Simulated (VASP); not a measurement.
## Ag: single point with LDA

The system is Ag.

```xyz
1
Lattice="0.0000 1.9997 1.9997 1.9997 0.0000 1.9997 1.9997 1.9997 0.0000" Properties=species:S:1:pos:R:3 pbc="T T T"
Ag    0.0000    0.0000    0.0000
```

```json
{
  "Program": "VASP 6.6.1",
  "Task": "single point",
  "Functional": "LDA",
  "Potentials or basis": "VASP PAW LDA potentials, release 64 (Ag)",
  "Cutoff": "520 eV",
  "k mesh": "4 × 4 × 4",
  "Occupations": "fermi-dirac, width 0.1 eV",
  "Spin": "no spin polarisation"
}
```

```yaml
Pressure: 1.9 GPa
```

Levels at points of the mesh, in eV from the Fermi level:
| k point | band 3 | band 4 | band 5 | band 6 | band 7 | band 8 | band 9 | band 10 |
| --- | --- | --- | --- | --- | --- | --- | --- | --- |
| (0.00, 0.00, 0.00) | -5.79 | -5.79 | -4.60 | -4.60 | 15.37 | 19.27 | 19.27 | 19.27 |
| (0.50, 0.00, 0.00) | -5.81 | -3.70 | -3.70 | -1.37 | 3.18 | 14.64 | 17.62 | 17.62 |
| (0.50, 0.50, 0.00) | -3.73 | -3.47 | -3.47 | 0.72 | 6.47 | 10.12 | 10.12 | 17.27 |

It took 2.6 s on 1 thread of Intel(R) Xeon(R) Platinum 8488C (Sapphire Rapids), with other jobs on the host, peak memory 0.12 GiB.

Caveat: the k points lie up to 0.68 Å⁻¹ apart.
